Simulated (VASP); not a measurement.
RbBr:

```
Rb Br
1.0
     4.12608    0.00000    0.00000
     0.00000    4.12608    0.00000
     0.00000    0.00000    4.12608
Rb Br
1 1
Direct
  0.00000 0.00000 0.00000
  0.50000 0.50000 0.50000
```

* Program: VASP 6.6.1
* Task: relaxation of cell and atoms
* Functional: LDA
* Potentials or basis: VASP PAW LDA potentials, release 64 (Rb_sv, Br)
* Cutoff: 600 eV
* k mesh: 7 × 7 × 7
* Occupations: fermi-dirac, width 0.05 eV
* Spin: no spin polarisation

At the start: pressure -1.9 GPa; volume 35.12 Å³/atom.

Problem. How do energy, volume and symmetry change on relaxing?

Solution. Over 4 steps the energy falls by 25.7 meV/atom and the volume is 31.31 Å³/atom (-10.8 %); space group Pm-3m (No. 221, to 0.1 Å) before and after.

The path:
```csv
step,energy change (eV),largest force (eV/Å),pressure (GPa),volume (Å³)
1,0.0000,0.0000,-1.93,70.24
2,-0.0400,0.0000,-1.03,66.02
3,-0.0513,0.0000,-0.12,62.99
4,-0.0515,0.0000,0.01,62.63
```

Final structure:
```cif
data_structure
_symmetry_space_group_name_H-M 'P 1'
_symmetry_Int_Tables_number 1
_cell_length_a 3.9712
_cell_length_b 3.9712
_cell_length_c 3.9712
_cell_angle_alpha 90.000
_cell_angle_beta 90.000
_cell_angle_gamma 90.000
_cell_volume 62.63
loop_
_atom_site_label
_atom_site_type_symbol
_atom_site_fract_x
_atom_site_fract_y
_atom_site_fract_z
_atom_site_occupancy
Rb1 Rb 0.00000 0.00000 0.00000 1
Br1 Br 0.50000 0.50000 0.50000 1
```
